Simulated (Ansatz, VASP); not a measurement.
## NiO in VASP and in Ansatz

```
Ni O
1.0
     0.00000    2.08590    2.08590
     2.08590    0.00000    2.08590
     2.08590    2.08590    0.00000
Ni O
1 1
Direct
  0.00000 0.00000 0.00000
  0.50000 0.50000 0.50000
```

Alike in both runs: task band structure; functional PBE; k mesh 11 × 11 × 11; occupations fermi-dirac, width 0.05 eV; collinear spin, ferromagnetic start.

|  | VASP | Ansatz |
| --- | --- | --- |
| version | VASP 6.6.1 | Ansatz 0.2.0 |
| potentials or method | VASP PAW PBE potentials, release 64 (Ni_GW, O_GW) | Ansatz PAW |
| plane-wave cutoff (eV) | 550 | 420 |
| valence electrons in the cell | 16 | 24 |

Ansatz gave:

| Property | Result |
| --- | --- |
| gap on the k mesh at the Fermi level (eV) | none |
| pressure (GPa) | 5.7 |
| net moment per atom (μB) | 0.86 |
| size of the moment on the site where the two differ most (μB) | 0.27 |

Task: What did VASP give for the same quantities?

Result: gap on the k mesh at the Fermi level (eV): none; pressure (GPa): 4.2; net moment per atom (μB): 0.85; size of the moment on the site where the two differ most (μB): 0.26.

Site moments also hang on the region over which each program counts them. A gap of «none» marks a metal or a gap that the smearing closes. With one functional, cell and mesh, what is left measures potentials, basis and numerics. VASP's potentials hold 16 valence electrons a cell and Ansatz's 24, so a difference there can come from the potentials and not from the codes.
